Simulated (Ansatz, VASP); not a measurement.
## Two plane-wave programs on HfN

POSCAR

```
HfN
1.0
    0.0000000000      2.2584362400      2.3566291200
    2.2584362400      0.0000000000      2.3566291200
    2.2584362400      2.2584362400      0.0000000000
Hf N
1 1
Direct
    0.0000000000      0.0000000000      0.0000000000
    0.7500000000      0.7500000000      0.7500000000
```

The input INCAR.step1:

```
  ALGO = Normal
  EDIFF = 1E-4
  ENCUT = 520
  GGA = PE
  ISMEAR = 0
  LASPH = True
  LCHARG = False
  LREAL = False
  LWAVE = True
  NBANDS = 14
  NELM = 100
  PREC = Accurate
  SIGMA = 0.15
```

Contents of INCAR.step2:

```
  ALGO = Normal
  EDIFF = 1E-6
  ENCUT = 520
  ISIF = 2
  ISMEAR = 0
  ISTART = 1
  LASPH = True
  LCHARG = False
  LMIXTAU = True
  LREAL = False
  LWAVE = False
  METAGGA = R2SCAN
  NBANDS = 14
  NELM = 100
  PREC = Accurate
  SIGMA = 0.15
```

File KPOINTS:

```
k-points
0
Gamma
  16 16 16
```

Input for Ansatz:

```yaml
crystal:
  lattice:
    - [0.0, 2.25843624, 2.35662912]
    - [2.25843624, 0.0, 2.35662912]
    - [2.25843624, 2.25843624, 0.0]
  atoms:
    - { symbol: Hf, position: [0.0, 0.0, 0.0] }
    - { symbol: "N", position: [0.75, 0.75, 0.75] }
basis:
  ecutwfc: 500
kpoints:
  mp_grid: { grid: [16, 16, 16] }
hamiltonian:
  xc: r2scan
scf:
  occupations: { method: gaussian, width: 0.15 }
output:
  forces: true
  stress: true
  eigenvalues: true
```

Change from the starting cell: strain -0.080 along x and y, -0.040 along z, atoms carried along.

Alike in both runs: task single point; functional r2SCAN; k mesh 16 × 16 × 16; occupations gaussian, width 0.15 eV; no spin polarisation.

|  | VASP | Ansatz |
| --- | --- | --- |
| version | VASP 6.6.1 | Ansatz 0.2.0 |
| potentials or method | VASP PAW PBE potentials, release 64 (Hf_pv, N), cutoff 520 eV | scalar-relativistic, plane waves, PAW |
| valence electrons in the cell | 15 | 31 |

```csv
,VASP,Ansatz,Ansatz less VASP
gap on the k mesh at the Fermi level (eV),none,none,-
pressure (GPa),58.4,58.7,+0.26
"traceless stress, the component that is largest in VASP (GPa)",-4.43,-4.50,-0.066
```

VASP's potentials were made for PBE, not for r2SCAN. A gap of «none» marks a metal or a gap that the smearing closes. Both programs put the cell under a high pressure, so it lies far from rest at this level. With one functional, cell and mesh, what is left measures potentials, basis and numerics. VASP's potentials hold 15 valence electrons a cell and Ansatz's 31, so a difference there can come from the potentials and not from the codes.

Spin-orbit coupling is off throughout.
